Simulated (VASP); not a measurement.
The system is AgI.

```
Ag I
1.0
     4.68629    0.00000    0.00000
    -2.34314    4.05844    0.00000
     0.00000    0.00000    7.66113
Ag I
2 2
Cartesian
  0.0000 2.7056 0.0188
  2.3431 1.3528 3.8493
  0.0000 2.7056 2.8917
  2.3431 1.3528 6.7223
```

* Program: VASP 6.6.1
* Task: relaxation of cell and atoms
* Functional: PBEsol
* Potentials or basis: VASP PAW PBE potentials, release 64 (Ag, I)
* Cutoff: 500 eV
* k mesh: 6 × 6 × 4
* Occupations: fermi-dirac, width 0.02 eV
* Spin: no spin polarisation

At the start: pressure -2.3 GPa; volume 36.43 Å³/atom.

Question: How do energy, volume and symmetry change on relaxing?

Answer: Over 3 steps the energy falls by 22.7 meV/atom and the volume is 33.51 Å³/atom (-8.0 %); space group P6_3mc (No. 186, to 0.1 Å) before and after.

Step by step:
| step | energy change (eV) | largest force (eV/Å) | pressure (GPa) | volume (Å³) |
| --- | --- | --- | --- | --- |
| 1 | 0.0000 | 0.0037 | -2.28 | 145.71 |
| 2 | -0.0901 | 0.0002 | -0.26 | 135.06 |
| 3 | -0.0909 | 0.0006 | 0.00 | 134.02 |

Final structure:
```
Ag I
1.0
     4.55822    0.00000    0.00000
    -2.27911    3.94754    0.00000
     0.00000    0.00000    7.44828
Ag I
2 2
Direct
  0.33333 0.66667 0.00242
  0.66667 0.33333 0.50242
  0.33333 0.66667 0.37748
  0.66667 0.33333 0.87748
```

Caveat: the PAW data sets were made with another functional, which shifts forces and pressure a little.
